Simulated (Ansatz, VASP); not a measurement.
# CoW3: VASP beside Ansatz

Contents of INCAR:

```
SYSTEM = CoW3
ALGO     = Fast           ! electronic algorithm
EDIFF    = 1E-6           ! SCF threshold, eV
ENCUT    = 520            ! plane-wave cutoff, eV
GGA      = PS             ! functional
ISIF     = 2              ! what is computed and relaxed
ISMEAR   = 0              ! smearing method
LASPH    = .True.         ! aspherical terms in the spheres
LCHARG   = .True.         ! write CHGCAR
LELF     = .True.         ! ELF
LREAL    = .False.        ! projectors in reciprocal space
LVHAR    = .True.       
LWAVE    = .False.        ! write WAVECAR
NBANDS   = 34             ! bands
NELM     = 60             ! most SCF steps
PREC     = Accurate       ! precision mode
SIGMA    = 0.15           ! smearing width, eV
```

Contents of KPOINTS:

```
k-points
0
Gamma
  12 12 12
  0 0 0
```

POSCAR

```
CoW3
1.0
    3.8582449849      0.0000000000      0.0000000000
    0.0000000000      3.6267502858      0.0000000000
    0.0000000000      0.0000000000      3.8582449849
Co W
1 3
Direct
    0.0000000000      0.0000000000      0.0000000000
    0.0000000000      0.5000000000      0.5000000000
    0.5000000000      0.0000000000      0.5000000000
    0.5000000000      0.5000000000      0.0000000000
```

Input for Ansatz:

```yaml
crystal:
  lattice:
    - [3.8582449849, 0.0, 0.0]
    - [0.0, 3.6267502858, 0.0]
    - [0.0, 0.0, 3.8582449849]
  atoms:
    - { symbol: Co, position: [0.0, 0.0, 0.0] }
    - { symbol: W, position: [0.0, 0.5, 0.5] }
    - { symbol: W, position: [0.5, 0.0, 0.5] }
    - { symbol: W, position: [0.5, 0.5, 0.0] }
basis:
  ecutwfc: 420
kpoints:
  mp_grid: { grid: [12, 12, 12] }
hamiltonian:
  xc: pbesol
scf:
  occupations: { method: gaussian, width: 0.15 }
output:
  forces: true
  stress: true
  eigenvalues: true
```

Change from the starting cell: strain -0.0600 x Voigt [0, 1, 0, 0, 0, 0], atoms carried along.

Alike in both runs: task single point; functional PBEsol; k mesh 12 × 12 × 12; occupations gaussian, width 0.15 eV; no spin polarisation.

|  | VASP | Ansatz |
| --- | --- | --- |
| version | VASP 6.6.1 | Ansatz 0.2.0 |
| potentials or method | VASP PAW PBE potentials, release 64 (Co, W_sv), cutoff 520 eV | scalar-relativistic, plane waves, PAW |
| valence electrons in the cell | 51 | 59 |

Ansatz gave:

- gap on the k mesh at the Fermi level (eV): none
- pressure (GPa): 21.2
- traceless stress, the component that is largest in VASP (GPa): 1.01

**Question.** What did VASP give for the same quantities?

**Answer.** gap on the k mesh at the Fermi level (eV): none; pressure (GPa): 22.0; traceless stress, the component that is largest in VASP (GPa): 0.88.

VASP's potentials were made for PBE, not for PBEsol. A gap of «none» marks a metal or a gap that the smearing closes. VASP's potentials hold 51 valence electrons a cell and Ansatz's 59, so a difference there can come from the potentials and not from the codes.

Spin-orbit coupling is off throughout.
